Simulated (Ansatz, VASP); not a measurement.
# Rh in VASP and in Ansatz

The input INCAR:

```
SYSTEM = Rh
ALGO = Fast ; EDIFF = 1E-7
ENCUT = 520 ; GGA = PE
ISIF = 2 ; ISMEAR = 0
LASPH = .True. ; LCHARG = .False.
LREAL = .False. ; LWAVE = .False.
NBANDS = 22 ; NELM = 100
PREC = Accurate ; SIGMA = 0.15
```

Contents of KPOINTS:

```
k-points
0
Gamma
  18 18 10
  0 0 0
```

Contents of POSCAR:

```
Rh
1.0
    2.6431000000      0.0000000000      0.0000000000
   -1.3215500000      2.2889917447      0.0000000000
    0.0000000000      0.0000000000      4.5254000000
Rh
2
Direct
    0.6666666667      0.3333333333      0.7500000000
    0.3333333333      0.6666666667      0.2500000000
```

Input for Ansatz:

```yaml
crystal:
  lattice:
    - [2.6431, 0.0, 0.0]
    - [-1.32155, 2.2889917447, 0.0]
    - [0.0, 0.0, 4.5254]
  atoms:
    - { symbol: Rh, position: [0.6666666667, 0.3333333333, 0.75] }
    - { symbol: Rh, position: [0.3333333333, 0.6666666667, 0.25] }
basis:
  ecutwfc: 420
kpoints:
  mp_grid: { grid: [18, 18, 10] }
hamiltonian:
  xc: pbe
  pseudopotentials: { kind: paw, azcp: { folder: soft_1 } }
scf:
  occupations: { method: gaussian, width: 0.15 }
output:
  forces: true
  stress: true
  eigenvalues: true
```

Alike in both runs: task single point; functional PBE; k mesh 18 × 18 × 10; occupations gaussian, width 0.15 eV; no spin polarisation.

|  | VASP | Ansatz |
| --- | --- | --- |
| version | VASP 6.6.1 | Ansatz 0.2.0 |
| potentials or method | VASP PAW PBE potentials, release 64 (Rh_pv), cutoff 520 eV | scalar-relativistic, plane waves, PAW |
| valence electrons in the cell | 30 | 34 |

Ansatz gave:

| Quantity | Value |
| --- | --- |
| gap on the k mesh at the Fermi level (eV) | none |
| pressure (GPa) | 9.0 |
| traceless stress, the component that is largest in VASP (GPa) | -11.29 |

Question: Which values does VASP return?

Answer: gap on the k mesh at the Fermi level (eV): none; pressure (GPa): 9.1; traceless stress, the component that is largest in VASP (GPa): -11.29.

A gap of «none» marks a metal or a gap that the smearing closes. With one functional, cell and mesh, what is left measures potentials, basis and numerics. VASP's potentials hold 30 valence electrons a cell and Ansatz's 34, so a difference there can come from the potentials and not from the codes.
